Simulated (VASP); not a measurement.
# GaS2 (R3m) in VASP: single point with PBE

Aim: the single point of GaS2 with PBE.

Everything below comes from runs of VASP 6.6.1. Logs are shortened: lines on timing, memory, paths and dates and some standing lists are left out, and cuts for length are marked.

## Step 1: The cell of the first run

It takes space group R3m (No. 160, trigonal). Conventional cell: a = 3.528 Å, b = 3.528 Å, c = 15.679 Å, α = 90.00°, β = 90.00°, γ = 120.00°. Ga (site symmetry 3m) has 6 S at 2.48 to 2.50 Å within 3.3 Å. Within 3.3 Å of S (site symmetry 3m) lie 3 Ga at 2.48 Å and 4 S at 2.87 to 3.11 Å. S (site symmetry 3m) has 3 Ga at 2.50 Å and 4 S at 2.87 to 3.11 Å within 3.3 Å.

## Step 2: Single point, PBE

Input file INCAR:

```
SYSTEM = GaS2
PREC = Accurate
ENCUT = 520
EDIFF = 1E-6
ISMEAR = 0
SIGMA = 0.1
LREAL = .FALSE.
LASPH = .TRUE.
NELM = 100
ALGO = Normal
ISIF = 2
LWAVE = .FALSE.
LCHARG = .FALSE.
GGA = PE
NBANDS = 20
```

Input file KPOINTS:

```
Automatic mesh
0
G
  18 18 18
  0 0 0
```

Input file POSCAR:

```
GaS2
1.0
    1.7640656405      1.0184837724      5.2262520545
   -1.7640656405      1.0184837724      5.2262520545
    0.0000000000     -2.0369675448      5.2262520545
Ga S
1 2
Direct
    0.9993520017      0.9993520017      0.9993520017
    0.2419958611      0.2419958611      0.2419958611
    0.4253521373      0.4253521373      0.4253521373
```

Potentials or basis: VASP PAW PBE potentials, release 64 (Ga_d, S).

Started as:

```console
> cat potpaw_PBE.64/Ga_d/POTCAR potpaw_PBE.64/S/POTCAR > POTCAR
> mpirun -np 1 vasp_std > vasp.out
```

OUTCAR:

```text
SYSTEM = GaS2
   PREC = Accurate
   ENCUT = 520
   EDIFF = 1E-6
   ISMEAR = 0
   LREAL = .FALSE.
   LASPH = .TRUE.
   NELM = 100
   ISIF = 2
   GGA = PE

 ion  position               nearest neighbor table
   1  0.999  0.999  0.999-   2 2.48   2 2.48   2 2.48   3 2.50   3 2.50   3 2.50
   2  0.242  0.242  0.242-   1 2.48   1 2.48   1 2.48
   3  0.425  0.425  0.425-   1 2.50   1 2.50   1 2.50

  LATTYP: Found a trigonal (rhomboedric) cell.
 ALAT       =     5.6091841934
 COS(alpha) =     0.8021846108

  Lattice vectors:

 A1 = (   1.7640656405,   1.0184837724,   5.2262520545)
 A2 = (  -1.7640656405,   1.0184837724,   5.2262520545)
 A3 = (   0.0000000000,  -2.0369675448,   5.2262520545)

Analysis of symmetry for initial positions (statically):
=====================================================================
 Subroutine PRICEL returns:
 Original cell was already a primitive cell.

 Routine SETGRP: Setting up the symmetry group for a
 trigonal (rhombohedral) supercell.

 Subroutine GETGRP returns: Found  6 space group operations
 (whereof  6 operations were pure point group operations)
 out of a pool of 12 trial point group operations.

The static configuration has the point symmetry C_3v.

Analysis of symmetry for dynamics (positions and initial velocities):
=====================================================================
 Subroutine PRICEL returns:
 Original cell was already a primitive cell.

 Routine SETGRP: Setting up the symmetry group for a
 trigonal (rhombohedral) supercell.

 Subroutine GETGRP returns: Found  6 space group operations
 (whereof  6 operations were pure point group operations)
 out of a pool of 12 trial point group operations.

The dynamic configuration has the point symmetry C_3v.

 Subroutine INISYM returns: Found  6 space group operations
 (whereof  6 operations are pure point group operations),
 and found     1 'primitive' translations

----------------------------------------------------------------------------------------

                                     Primitive cell

  volume of cell :      56.3392

  direct lattice vectors                    reciprocal lattice vectors
[... 76 lines left out ...]
   ions per type =               1   2
   NGX,Y,Z   is equivalent  to a cutoff of  12.45, 12.45, 12.45 a.u.
   NGXF,Y,Z  is equivalent  to a cutoff of  24.90, 24.90, 24.90 a.u.
 SYSTEM =  GaS2
   PREC   = accura    normal or accurate (medium, high low for compatibility)
   ISTART =      0    job   : 0-new  1-cont  2-samecut
   ICHARG =      2    charge: 1-file 2-atom 10-const
   ISPIN  =      1    spin polarized calculation?
   LNONCOLLINEAR =      F non collinear calculations
   LSORBIT =      F    spin-orbit coupling
   LASPH  =      T    aspherical Exc in radial PAW
   ENCUT  =  520.0 eV  38.22 Ry    6.18 a.u.  10.43 10.43 10.43*2*pi/ulx,y,z
   NELM   =    100;   NELMIN=  2; NELMDL= -5     # of ELM steps
   EDIFF  = 0.1E-05   stopping-criterion for ELM
   LREAL  =      F    real-space projection
[... 7 lines left out ...]
   TEBEG  =    0.0;   TEEND  =   0.0 temperature during run
   PSTRESS=    0.0 pullay stress
   NELECT =      25.0000    total number of electrons
   NUPDOWN=      -1.0000    fix difference up-down
   EMIN   =  10.00;   EMAX   =-10.00  energy-range for DOS
   EFERMI =   0.00;   METHOD = LEGACY
   ISMEAR =     0;   SIGMA  =   0.10  broadening in eV -4-tet -1-fermi 0-gaus
   EFERMI_NEDOS =   21; number of points for ismear=-14 and -15
   IALGO  =     38    algorithm
   IMIX   =      4    mixing-type and parameters
     AMIX     =   0.40;   BMIX     =  1.00
     AMIX_MAG =   1.60;   BMIX_MAG =  1.00
  volume/ion in A,a.u.               =      18.78       126.73
  Fermi-wavevector in a.u.,A,eV,Ry     =   1.248681  2.359664 21.214246  1.559203
  Thomas-Fermi vector in A             =   2.382756
   LORBIT       =      0    0 simple, 1 ext, 2 COOP (PROOUT), +10 PAW based schemes
   GGA     = PE    functional components
   LHFCALC =     F    Hartree Fock is set to
   AEXX    =    0.0000 exact exchange contribution
   IVDW    =     0    specifies the selected vdW correction
   LEPSILON=     F    determine dielectric tensor
   LRPA    =     F    only Hartree local field effects (RPA)
 non-spin polarized calculation
 Gauss-broadening in eV      SIGMA  =   0.10
  energy-cutoff  :      520.00
  volume of cell :       56.34
 maximum number of plane-waves:      1555
 NGX is ok and might be reduce to    42
   NGX = 21   NGY = 21   NGZ = 21

 number of electron      24.9999999 magnetization

 Free energy of the ion-electron system (eV)
  ---------------------------------------------------
  ext. energy  EPLUGINS =         0.00000000
  ---------------------------------------------------
  free energy    TOTEN  =       -11.30991227 eV

  energy without entropy =      -11.29973364  energy(sigma->0) =      -11.30482295

 E-fermi :   4.9227     XC(G=0): -10.2725

 val. band max:        4.9219942227   @ k =  -0.2778  -0.3889   0.1111
 cond. band min:       4.9229521532   @ k =  -0.2778   0.3889   0.1111
 fundamental gap:      0.0009579305
 Fermi energy:         4.9227314368

 k-point     1 :       0.0000    0.0000    0.0000
  band No.  band energies     occupation
      1      -9.7899      2.00000
      2      -9.7821      2.00000
      3      -9.7821      2.00000
      4      -9.7097      2.00000
      5      -9.7097      2.00000
      6      -9.5769      2.00000
[... 541 lines left out ...]
     19      14.3259      0.00000
     20      15.3036      0.00000

 [... further k-points ...]

------------------------ aborting loop because EDIFF is reached ----------------------------------------

  FORCE on cell =-STRESS in cart. coord.  units (eV):
  Direction    XX          YY          ZZ          XY          YZ          ZX
  --------------------------------------------------------------------------------------
  -------------------------------------------------------------------------------------
  Total       -0.0040154     -0.0040154      0.0018214     -0.0000000      0.0000000      0.0000000
  in kB       -0.1141907     -0.1141907      0.0517959     -0.0000000      0.0000000      0.0000000
  external PRESSURE =      -0.0588619 kB  Pullay stress =       0.0000000 kB

 VOLUME and BASIS-vectors are now :
 -----------------------------------------------------------------------------
  energy-cutoff  :      520.00
  volume of cell :       56.34
      direct lattice vectors                 reciprocal lattice vectors
     1.764065640  1.018483772  5.226252054     0.283436165  0.163641946  0.063780570
    -1.764065640  1.018483772  5.226252054    -0.283436165  0.163641946  0.063780570
     0.000000000 -2.036967545  5.226252054     0.000000000 -0.327283892  0.063780570

 POSITION                                       TOTAL-FORCE (eV/Angst)
 -----------------------------------------------------------------------------------
      0.00000      0.00000     15.66860         0.000000      0.000000      0.009239
      0.00000      0.00000      3.79419         0.000000     -0.000000     -0.004543
      0.00000      0.00000      6.66899         0.000000      0.000000     -0.004696
 -----------------------------------------------------------------------------------
    total drift:                               -0.000000     -0.000000     -0.000167

  FREE ENERGIE OF THE ION-ELECTRON SYSTEM (eV)
  ---------------------------------------------------
  free  energy   TOTEN  =       -11.3099122706 eV

  energy  without entropy=      -11.2997336384  energy(sigma->0) =      -11.30482295
```

OSZICAR:

```text
N       E                     dE             d eps       ncg     rms          rms(c)
DAV:   1     0.170956398848E+03    0.17096E+03   -0.11898E+04 24704   0.164E+03
DAV:   2     0.718805366109E+01   -0.16377E+03   -0.15676E+03 25500   0.385E+02
DAV:   3    -0.110188927527E+02   -0.18207E+02   -0.17859E+02 27472   0.985E+01
DAV:   4    -0.115954489313E+02   -0.57656E+00   -0.57279E+00 29476   0.180E+01
DAV:   5    -0.116095806842E+02   -0.14132E-01   -0.14123E-01 29628   0.262E+00    0.873E+00
DAV:   6    -0.113335717048E+02    0.27601E+00   -0.49228E-01 36028   0.175E+01    0.570E+00
DAV:   7    -0.113107217698E+02    0.22850E-01   -0.20100E-01 34440   0.385E+00    0.132E+00
DAV:   8    -0.113097031968E+02    0.10186E-02   -0.30514E-02 31680   0.215E+00    0.465E-01
DAV:   9    -0.113098731788E+02   -0.16998E-03   -0.28187E-03 28832   0.486E-01    0.236E-01
DAV:  10    -0.113098559664E+02    0.17212E-04   -0.29915E-04 27692   0.142E-01    0.784E-02
DAV:  11    -0.113099128072E+02   -0.56841E-04   -0.89096E-05 27108   0.573E-02    0.234E-02
DAV:  12    -0.113099112327E+02    0.15745E-05   -0.37671E-06 28488   0.136E-02    0.172E-02
DAV:  13    -0.113099123099E+02   -0.10772E-05   -0.17501E-06 24520   0.717E-03    0.207E-03
DAV:  14    -0.113099122706E+02    0.39267E-07   -0.12417E-07 17280   0.251E-03
   1 F= -.11309912E+02 E0= -.11304823E+02  d E =-.101786E-01
```

stdout:

```text
POSCAR found type information on POSCAR GaS
 POSCAR found :  2 types and       3 ions
 scaLAPACK will be used
 LDA part: xc-table for (Slater+PW92), standard interpolation
 POSCAR, INCAR and KPOINTS ok, starting setup
 FFT: planning ... GRIDC
 FFT: planning ... GRID_SOFT
 FFT: planning ... GRID
 WAVECAR not read
 entering main loop
```

Run time: 23 min. Hardware: 1 thread of Intel Xeon Platinum 8259CL at 2.50GHz (Skylake/Cascade Lake), shared host; peak memory 0.72 GiB.

Results:

```
Free energy            : -11.3099 eV
Pressure               : 0.0 GPa
Largest force          : 0.009 eV/Å
Band gap on the k mesh : zero (an odd number of electrons rules out a gap without spin polarisation)
```

Forces in eV/Å, atoms in the order of the input:
```
Ga   0.000  0.000  0.009
S    0.000  0.000 -0.005
S    0.000  0.000 -0.005
```

Caveat: an odd number of electrons without spin polarisation forces a metal; a magnetic or distorted state may lie lower.
